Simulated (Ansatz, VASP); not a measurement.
# Si2Mo in VASP and in Ansatz

```
Si Mo
1.0
    -1.60000    1.60000    4.04842
     1.60000   -1.60000    4.04842
     1.60000    1.60000   -4.04842
Si Mo
2 1
Direct
  0.33583 0.33583 0.00000
  0.66417 0.66417 0.00000
  0.00000 0.00000 0.00000
```

Change from the starting cell: z stretched by +3 %, ions relaxed.

Alike in both runs: functional PBE; k mesh 20 × 20 × 20; occupations fermi-dirac, width 0.05 eV; no spin polarisation.

Ansatz relaxed the structure, and its values are those at the end. VASP's run is a single point on that final structure, the one shown.

```csv
,VASP,Ansatz
version,VASP 6.6.1,Ansatz 0.2.0
potentials or method,"VASP PAW PBE potentials, release 64 (Si, Mo_sv)","plane-wave PAW, scalar-relativistic"
plane-wave cutoff (eV),520,420
valence electrons in the cell,22,22
```

```tsv
	VASP	Ansatz	Ansatz less VASP
pressure (GPa)	-3.5	-3.7	-0.15
```

Ansatz's warnings: stress scf threshold loose.
